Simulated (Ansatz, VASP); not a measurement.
## One calculation of Se, two programs

```
Se
1.0
     1.92500    1.11140    0.88167
    -1.92500    1.11140    0.88167
     0.00000   -2.22280    0.88167
Se
1
Direct
  0.00000 0.00000 0.00000
```

Alike in both runs: task relaxation of cell and atoms; functional PBEsol; k mesh 22 × 22 × 22; occupations gaussian, width 0.05 eV; no spin polarisation.

|  | VASP | Ansatz |
| --- | --- | --- |
| version | VASP 6.6.1 | Ansatz 0.2.0 |
| potentials or method | VASP PAW PBE potentials, release 64 (Se), cutoff 600 eV | scalar-relativistic, plane waves, PAW |
| valence electrons in the cell | 6 | 16 |

Ansatz gave:

| Quantity | Value |
| --- | --- |
| gap on the k mesh at the Fermi level, each at its own relaxed structure (eV) | none |
| relaxed volume (Å³/atom) | 21.61 |
| relaxed length of the cell vector where the two differ most in proportion (Å) | 2.786 |

Task: Which values does VASP return?

Result: gap on the k mesh at the Fermi level, each at its own relaxed structure (eV): none; relaxed volume (Å³/atom): 21.58; relaxed length of the cell vector where the two differ most in proportion (Å): 2.785.

VASP's potentials were made for PBE, not for PBEsol. A gap of «none» marks a metal or a gap that the smearing closes. VASP's potentials hold 6 valence electrons a cell and Ansatz's 16, so a difference there can come from the potentials and not from the codes.

Noted on VASP's run: the volume moved by over 15 % at a fixed basis, so the end points are rough.
